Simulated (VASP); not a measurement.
SrTiO3: single point with PBE+U

The system is SrTiO3.

```
Sr Ti O
1.0
     3.94710    0.00000    0.00000
     0.00000    3.94710    0.00000
     0.00000    0.00000    3.94710
Sr Ti O
1 1 3
Cartesian
  0.0022 0.0011 -0.0022
  1.9757 1.9746 1.9715
  -0.0013 1.9728 1.9751
  1.9722 -0.0007 1.9750
  1.9719 1.9728 0.0013
```

This cell differs from its parent crystal: all atoms moved at random, sigma 0.25 Å a component, then relaxed in part.

| Quantity | Value |
| --- | --- |
| Program | VASP 6.6.1 |
| Task | single point |
| Functional | PBE |
| Potentials or basis | VASP PAW PBE potentials, release 64 (Sr_sv, Ti_sv, O) |
| Cutoff | 520 eV |
| k mesh | 6 × 6 × 6 |
| Occupations | gaussian, width 0.05 eV |
| Spin | no spin polarisation |
| Hubbard terms | Ti d U = 4.0 eV |

- Pressure: 2.7 GPa
- Largest force: 0.020 eV/Å
- Band gap on the k mesh: 2.31 eV, indirect (least direct gap 2.74 eV)

Forces on the atoms (eV/Å):
```
Sr  -0.001 -0.001  0.001
Ti  -0.014 -0.007  0.013
O    0.013  0.000 -0.001
O    0.000  0.007 -0.001
O    0.001  0.000 -0.013
```

Levels at points of the mesh, in eV from the valence-band top:
```csv
k point,band 18,band 19,band 20,band 21,band 22,band 23
"(0.00, 0.00, 0.00)",-0.43,-0.43,-0.43,2.31,2.31,2.31
"(0.50, 0.00, 0.00)",-1.91,-0.80,-0.80,2.49,4.08,4.08
"(0.00, 0.50, 0.00)",-1.91,-0.80,-0.80,2.49,4.08,4.08
"(0.00, 0.00, 0.50)",-1.91,-0.80,-0.80,2.49,4.08,4.08
"(0.50, 0.50, 0.00)",-1.56,-1.56,-0.09,4.10,4.10,4.56
"(0.00, 0.50, 0.50)",-1.56,-1.56,-0.09,4.10,4.10,4.56
"(0.50, 0.00, 0.50)",-1.56,-1.56,-0.09,4.10,4.10,4.56
"(0.50, 0.50, 0.50)",0.00,0.00,0.00,4.75,4.75,4.75
```

Eigenvalues of the final occupation matrices:
| site | spin | trace | eigenvalues |
| --- | --- | --- | --- |
| site 2 d | 1 | 0.80 | 0.10 0.10 0.10 0.25 0.25 |
| site 2 d | 2 | 0.80 | 0.10 0.10 0.10 0.25 0.25 |

Wall time 92 s on 1 thread of Intel(R) Xeon(R) 6975P-C (Granite Rapids), with other jobs on the host, peak memory 0.31 GiB.

Caveat: the cell differs from its parent crystal (all atoms moved at random, sigma 0.25 Å a component, then relaxed in part). A k mesh can miss the band edges.
